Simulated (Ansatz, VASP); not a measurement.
Two plane-wave programs on Cu

```
CELL_PARAMETERS angstrom
0.00000 1.80750 1.75327
1.80750 0.00000 1.75327
1.80750 1.80750 0.00000
ATOMIC_POSITIONS crystal
Cu 0.00000 0.00000 0.00000
```

Change from the starting cell: strain +0.000 along x and y, -0.030 along z, atoms carried along.

Alike in both runs: task single point; functional PBE; k mesh 22 × 22 × 22; occupations gaussian, width 0.15 eV; no spin polarisation.

|  | VASP | Ansatz |
| --- | --- | --- |
| version | VASP 6.6.1 | Ansatz 0.2.0 |
| potentials or method | VASP PAW PBE potentials, release 64 (Cu), cutoff 520 eV | scalar-relativistic, plane waves, PAW |
| valence electrons in the cell | 11 | 19 |

Ansatz gave:

| Item | Value |
| --- | --- |
| gap on the k mesh at the Fermi level (eV) | none |
| pressure (GPa) | 6.7 |
| traceless stress, the component that is largest in VASP (GPa) | 1.19 |

Problem. Estimate VASP's values.

Solution. gap on the k mesh at the Fermi level (eV): none; pressure (GPa): 7.3; traceless stress, the component that is largest in VASP (GPa): 1.18.

A gap of «none» marks a metal or a gap that the smearing closes. With one functional, cell and mesh, what is left measures potentials, basis and numerics. VASP's potentials hold 11 valence electrons a cell and Ansatz's 19, so a difference there can come from the potentials and not from the codes.
